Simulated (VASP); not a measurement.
# Sc (Fm-3m) in VASP: single point with PBE

Aim: the single point of Sc with PBE.

Program: VASP 6.6.1. These are calculated values, not measurements. Logs are shortened: lines on timing, memory, paths and dates and some standing lists are left out, and cuts for length are marked.

## Step 1: The cell of the first run

Symmetry: Fm-3m, No. 225, cubic system. Conventional cell: a = 4.863 Å, b = 4.863 Å, c = 4.863 Å, α = 90.00°, β = 90.00°, γ = 90.00°. Within 4.5 Å of Sc (site symmetry m-3m) lie 12 Sc at 3.44 Å.

This isn't the form of Sc at room conditions, which is hcp.

## Step 2: Single point, PBE, collinear spin, zero start

INCAR

```
  PREC = Accurate
  ENCUT = 500
  EDIFF = 1E-6
  ISMEAR = -1
  SIGMA = 0.1
  LREAL = F
  LASPH = T
  NELM = 200
  ALGO = Normal
  ISIF = 2
  LWAVE = F
  LCHARG = F
  ISPIN = 2
  MAGMOM = 0
  LORBIT = 11
  LMAXMIX = 4
  GGA = PE
  NBANDS = 16
  GGA_COMPAT = F
```

KPOINTS

```
regular mesh
0
Gamma
  8 8 8
```

POSCAR

```
Sc
1.0
    0.0000000000      2.4315000000      2.4315000000
    2.4315000000      0.0000000000      2.4315000000
    2.4315000000      2.4315000000      0.0000000000
Sc
1
Direct
    0.0000000000      0.0000000000      0.0000000000
```

Potentials or basis: VASP PAW PBE potentials, release 64 (Sc_sv).

The run is started by

```console
cat potpaw_PBE.64/Sc_sv/POTCAR > POTCAR
mpirun -np 1 vasp_std > vasp.out
```

OUTCAR:

```text
PREC = Accurate
   ENCUT = 500
   EDIFF = 1E-6
   ISMEAR = -1
   LREAL = F
   LASPH = T
   NELM = 200
   ISIF = 2
   ISPIN = 2
   LORBIT = 11
   GGA = PE

 ion  position               nearest neighbor table
   1  0.000  0.000  0.000-

  LATTYP: Found a face centered cubic cell.
 ALAT       =     4.8630000000

  Lattice vectors:

 A1 = (   0.0000000000,   2.4315000000,   2.4315000000)
 A2 = (   2.4315000000,   0.0000000000,   2.4315000000)
 A3 = (   2.4315000000,   2.4315000000,   0.0000000000)

Analysis of symmetry for initial positions (statically):
=====================================================================
 Subroutine PRICEL returns:
 Original cell was already a primitive cell.

 Routine SETGRP: Setting up the symmetry group for a
 face centered cubic supercell.

 Subroutine GETGRP returns: Found 48 space group operations
 (whereof 48 operations were pure point group operations)
 out of a pool of 48 trial point group operations.

The static configuration has the point symmetry O_h .

Analysis of symmetry for dynamics (positions and initial velocities):
=====================================================================
 Subroutine PRICEL returns:
 Original cell was already a primitive cell.

 Routine SETGRP: Setting up the symmetry group for a
 face centered cubic supercell.

 Subroutine GETGRP returns: Found 48 space group operations
 (whereof 48 operations were pure point group operations)
 out of a pool of 48 trial point group operations.

The dynamic configuration has the point symmetry O_h .

Analysis of structural, dynamic, and magnetic symmetry:
=====================================================================
 Subroutine PRICEL returns:
 Original cell was already a primitive cell.

 Routine SETGRP: Setting up the symmetry group for a
 face centered cubic supercell.

 Subroutine GETGRP returns: Found 48 space group operations
 (whereof 48 operations were pure point group operations)
 out of a pool of 48 trial point group operations.

The overall configuration has the point symmetry O_h .

 Subroutine INISYM returns: Found 48 space group operations
 (whereof 48 operations are pure point group operations),
 and found     1 'primitive' translations

----------------------------------------------------------------------------------------

                                     Primitive cell

  volume of cell :      28.7510

  direct lattice vectors                    reciprocal lattice vectors
     0.000000000  2.431500000  2.431500000    -0.205634382  0.205634382  0.205634382
     2.431500000  0.000000000  2.431500000     0.205634382 -0.205634382  0.205634382
     2.431500000  2.431500000  0.000000000     0.205634382  0.205634382 -0.205634382

  length of vectors
     3.438660277  3.438660277  3.438660277     0.356169198  0.356169198  0.356169198

  position of ions in fractional coordinates (direct lattice)
     0.000000000  0.000000000  0.000000000

  ion indices of the primitive-cell ions
   primitive index   ion index
                 1           1

----------------------------------------------------------------------------------------

 KPOINTS: regular mesh

Automatic generation of k-mesh.
 Grid dimensions read from file:
 generate k-points for:    8    8    8

 Generating k-lattice:

  Cartesian coordinates                     Fractional coordinates (reciprocal lattice)
    -0.025704298  0.025704298  0.025704298     0.125000000  0.000000000  0.000000000
     0.025704298 -0.025704298  0.025704298     0.000000000  0.125000000  0.000000000
     0.025704298  0.025704298 -0.025704298     0.000000000  0.000000000  0.125000000

  Length of vectors
     0.044521150  0.044521150  0.044521150

  Shift w.r.t. Gamma in fractional coordinates (k-lattice)
     0.000000000  0.000000000  0.000000000

 Subroutine IBZKPT returns following result:
 ===========================================

 Found     29 irreducible k-points:

 Following reciprocal coordinates:
            Coordinates               Weight
  0.000000  0.000000  0.000000      1.000000
  0.125000  0.000000  0.000000      8.000000
  0.250000  0.000000  0.000000      8.000000
  0.375000  0.000000  0.000000      8.000000
  0.500000  0.000000  0.000000      4.000000
  0.125000  0.125000  0.000000      6.000000
[... 16 lines left out ...]
  0.500000  0.250000  0.125000     48.000000
 -0.375000  0.250000  0.125000     24.000000
 [... further k-points ...]
   k-points           NKPTS =     29   k-points in BZ     NKDIM =     29   number of bands    NBANDS=     16
   number of dos      NEDOS =    301   number of ions     NIONS =      1
   total plane-waves  NPLWV =  21952
   dimension x,y,z NGX =    28 NGY =   28 NGZ =   28
   dimension x,y,z NGXF=    56 NGYF=   56 NGZF=   56
   ions per type =               1
   NGX,Y,Z   is equivalent  to a cutoff of  13.54, 13.54, 13.54 a.u.
   NGXF,Y,Z  is equivalent  to a cutoff of  27.07, 27.07, 27.07 a.u.
 SYSTEM =  unknown system
   PREC   = accura    normal or accurate (medium, high low for compatibility)
   ISTART =      0    job   : 0-new  1-cont  2-samecut
   ICHARG =      2    charge: 1-file 2-atom 10-const
   ISPIN  =      2    spin polarized calculation?
   LNONCOLLINEAR =      F non collinear calculations
   LSORBIT =      F    spin-orbit coupling
   LASPH  =      T    aspherical Exc in radial PAW
   ENCUT  =  500.0 eV  36.75 Ry    6.06 a.u.   6.27  6.27  6.27*2*pi/ulx,y,z
   NELM   =    200;   NELMIN=  2; NELMDL= -5     # of ELM steps
   EDIFF  = 0.1E-05   stopping-criterion for ELM
   LREAL  =      F    real-space projection
   EDIFFG = 0.1E-04   stopping-criterion for IOM
   NSW    =      0    number of steps for IOM
   IBRION =     -1    ionic relax: 0-MD 1-quasi-New 2-CG
   NFREE  =      0    steps in history (QN), initial steepest desc. (CG)
   ISIF   =      2    stress and relaxation
   ISYM   =      2    0-nonsym 1-usesym 2-fastsym
   POTIM  = 0.5000    time-step for ionic-motion
   TEBEG  =    0.0;   TEEND  =   0.0 temperature during run
   PSTRESS=    0.0 pullay stress
   NELECT =      11.0000    total number of electrons
   NUPDOWN=      -1.0000    fix difference up-down
   EMIN   =  10.00;   EMAX   =-10.00  energy-range for DOS
   EFERMI =   0.00;   METHOD = LEGACY
   ISMEAR =    -1;   SIGMA  =   0.10  broadening in eV -4-tet -1-fermi 0-gaus
   EFERMI_NEDOS =   21; number of points for ismear=-14 and -15
   IALGO  =     38    algorithm
   IMIX   =      4    mixing-type and parameters
     AMIX     =   0.40;   BMIX     =  1.00
     AMIX_MAG =   1.60;   BMIX_MAG =  1.00
  volume/ion in A,a.u.               =      28.75       194.02
  Fermi-wavevector in a.u.,A,eV,Ry     =   1.188470  2.245882 19.217689  1.412460
  Thomas-Fermi vector in A             =   2.324599
   LORBIT       =     11    0 simple, 1 ext, 2 COOP (PROOUT), +10 PAW based schemes
   GGA     = PE    functional components
   LHFCALC =     F    Hartree Fock is set to
   AEXX    =    0.0000 exact exchange contribution
   IVDW    =     0    specifies the selected vdW correction
   LEPSILON=     F    determine dielectric tensor
   LRPA    =     F    only Hartree local field effects (RPA)
 spin polarized calculation
  energy-cutoff  :      500.00
  volume of cell :       28.75
 maximum number of plane-waves:       745
 NGX is ok and might be reduce to    28
   NGX = 13   NGY = 13   NGZ = 13

 number of electron      10.9999999 magnetization       0.0000004

 number of electron      10.9999999 magnetization      -0.0000096

 Free energy of the ion-electron system (eV)
  ---------------------------------------------------
  ext. energy  EPLUGINS =         0.00000000
  ---------------------------------------------------
  free energy    TOTEN  =        -6.15186228 eV

  energy without entropy =       -6.07643643  energy(sigma->0) =       -6.11414936

 E-fermi :   2.8881     XC(G=0):  -9.2800

 val. band max:        2.7810008290   @ k =   0.5000   0.1250   0.0000
 cond. band min:       2.8985009933   @ k =   0.5000   0.0000   0.0000
 fundamental gap:      0.1175001643
 Fermi energy:         2.8880627502

 spin component 1

 k-point     1 :       0.0000    0.0000    0.0000
  band No.  band energies     occupation
      1     -46.9723      1.00000
      2     -25.4519      1.00000
      3     -25.4519      1.00000
      4     -25.4519      1.00000
      5      -1.9877      1.00000
      6       4.2419      0.00000
[... 8 lines left out ...]
     15      20.1065      0.00000
     16      20.5650      0.00000

 k-point     2 :       0.1250    0.0000    0.0000
  band No.  band energies     occupation
      1     -46.9680      1.00000
      2     -25.4859      1.00000
      3     -25.4565      1.00000
      4     -25.4565      1.00000
      5      -1.6458      1.00000
      6       4.0204      0.00001
[... 8 lines left out ...]
     15      19.6936      0.00000
     16      20.5568      0.00000
[... 387 lines left out ...]
      5       1.2481      1.00000
      6       2.9457      0.35979
[... 8 lines left out ...]
     15      19.1585      0.00000
     16      21.6102      0.00000

 k-point    24 :      -0.3750    0.2500    0.1250
  band No.  band energies     occupation
      1     -46.9378      1.00000
      2     -25.6484      1.00000
      3     -25.5424      1.00000
      4     -25.5021      1.00000
      5       2.0400      0.99979
      6       2.5734      0.95879
[... 8 lines left out ...]
     15      19.4847      0.00000
     16      22.5334      0.00000

 [... further k-points ...]

 spin component 2

 k-point     1 :       0.0000    0.0000    0.0000
  band No.  band energies     occupation
      1     -46.9723      1.00000
      2     -25.4519      1.00000
      3     -25.4519      1.00000
      4     -25.4519      1.00000
      5      -1.9877      1.00000
      6       4.2419      0.00000
[... 8 lines left out ...]
     15      20.1065      0.00000
     16      20.5650      0.00000

 k-point     2 :       0.1250    0.0000    0.0000
  band No.  band energies     occupation
      1     -46.9680      1.00000
      2     -25.4859      1.00000
      3     -25.4565      1.00000
      4     -25.4565      1.00000
      5      -1.6458      1.00000
      6       4.0204      0.00001
[... 8 lines left out ...]
     15      19.6936      0.00000
     16      20.5567      0.00000
[... 387 lines left out ...]
      5       1.2481      1.00000
      6       2.9457      0.35980
[... 8 lines left out ...]
     15      19.1585      0.00000
     16      21.6102      0.00000

 k-point    24 :      -0.3750    0.2500    0.1250
  band No.  band energies     occupation
      1     -46.9378      1.00000
      2     -25.6484      1.00000
      3     -25.5424      1.00000
      4     -25.5021      1.00000
      5       2.0400      0.99979
      6       2.5733      0.95880
[... 8 lines left out ...]
     15      19.4846      0.00000
     16      22.5334      0.00000

 [... further k-points ...]

------------------------ aborting loop because EDIFF is reached ----------------------------------------

  FORCE on cell =-STRESS in cart. coord.  units (eV):
  Direction    XX          YY          ZZ          XY          YZ          ZX
  --------------------------------------------------------------------------------------
  -------------------------------------------------------------------------------------
  Total       -1.0715198     -1.0715198     -1.0715198      0.0000000      0.0000000      0.0000000
  in kB      -59.7114999    -59.7114999    -59.7114999      0.0000000      0.0000000      0.0000000
  external PRESSURE =     -59.7114999 kB  Pullay stress =       0.0000000 kB

 VOLUME and BASIS-vectors are now :
 -----------------------------------------------------------------------------
  energy-cutoff  :      500.00
  volume of cell :       28.75
      direct lattice vectors                 reciprocal lattice vectors
     0.000000000  2.431500000  2.431500000    -0.205634382  0.205634382  0.205634382
     2.431500000  0.000000000  2.431500000     0.205634382 -0.205634382  0.205634382
     2.431500000  2.431500000  0.000000000     0.205634382  0.205634382 -0.205634382

 POSITION                                       TOTAL-FORCE (eV/Angst)
 -----------------------------------------------------------------------------------
      0.00000      0.00000      0.00000         0.000000      0.000000      0.000000
 -----------------------------------------------------------------------------------
    total drift:                               -0.000000     -0.000000     -0.000000

  FREE ENERGIE OF THE ION-ELECTRON SYSTEM (eV)
  ---------------------------------------------------
  free  energy   TOTEN  =        -6.1518622792 eV

  energy  without entropy=       -6.0764364309  energy(sigma->0) =       -6.11414936

 total charge

# of ion       s       p       d       tot
------------------------------------------
    1        2.250   6.080   0.922   9.252

 magnetization (x)

# of ion       s       p       d       tot
------------------------------------------
    1        0.000  -0.000  -0.000  -0.000
```

It took 19 s on 1 thread of Intel Xeon Platinum 8488C (Sapphire Rapids), shared host; peak memory 0.17 GiB.

Results:

```
Free energy                                           : -6.1519 eV
Pressure                                              : -6.0 GPa
Net moment                                            : 0.00 μB per cell
Valence electrons inside the program's atomic spheres : Sc 9.25
```

Caveat: the cell stands under tension.
